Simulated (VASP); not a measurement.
A run of VASP 6.6.1 is set up as follows.

Contents of INCAR:

```
SYSTEM = SrMg3B8
ALGO = Normal
EDIFF = 1E-7
ENCUT = 520
GGA = PE
ISIF = 2
ISMEAR = 0
LASPH = .TRUE.
LCHARG = .FALSE.
LREAL = .FALSE.
LWAVE = .FALSE.
NBANDS = 32
NELM = 100
PREC = Accurate
SIGMA = 0.1
```

Contents of KPOINTS:

```
k-points
0
G
  8 8 6
  0 0 0
```

Contents of POSCAR:

```
SrMg3B8
1.0
   -1.5721004513      2.7229578563     -3.8168468864
   -1.5721004513      2.7229578563      3.8168468864
    4.7256970314      2.7283824531      0.0000000000
Mg Sr B
3 1 8
Direct
    0.2578001967      0.2578001967      0.5000000000
    0.7421998033      0.7421998033      0.5000000000
    0.5000000000      0.5000000000      0.0000000000
    0.0000000000      0.0000000000      0.0000000000
    0.7412515837      0.2587484163      0.3326093897
    0.2587484163      0.7412515837      0.3326093897
    0.0000000000      0.5000000000      0.8141305318
    0.5000000000      1.0000000000      0.8141305318
    0.0000000000      0.5000000000      0.1858694682
    0.5000000000      1.0000000000      0.1858694682
    0.2587484163      0.7412515837      0.6673906103
    0.7412515837      0.2587484163      0.6673906103
```

Potentials or basis: VASP PAW PBE potentials, release 64 (Mg, Sr_sv, B).

The run is started by

```console
$ cat potpaw_PBE.64/Mg/POTCAR potpaw_PBE.64/Sr_sv/POTCAR potpaw_PBE.64/B/POTCAR > POTCAR
$ mpirun -np 1 vasp_std > vasp.out
```

Q: What does it give for the largest force?

A: 0.019 eV/Å.

Q: What does it give for the band gap on the k mesh?

A: Zero (bands 20 and 21 overlap by 1.61 eV).

Q: Predict the pressure.

A: 0.0 GPa.

Stress tensor (GPa, compression positive):
```
-0.06 -0.01  0.00
-0.01 -0.05  0.00
 0.00  0.00  0.06
```
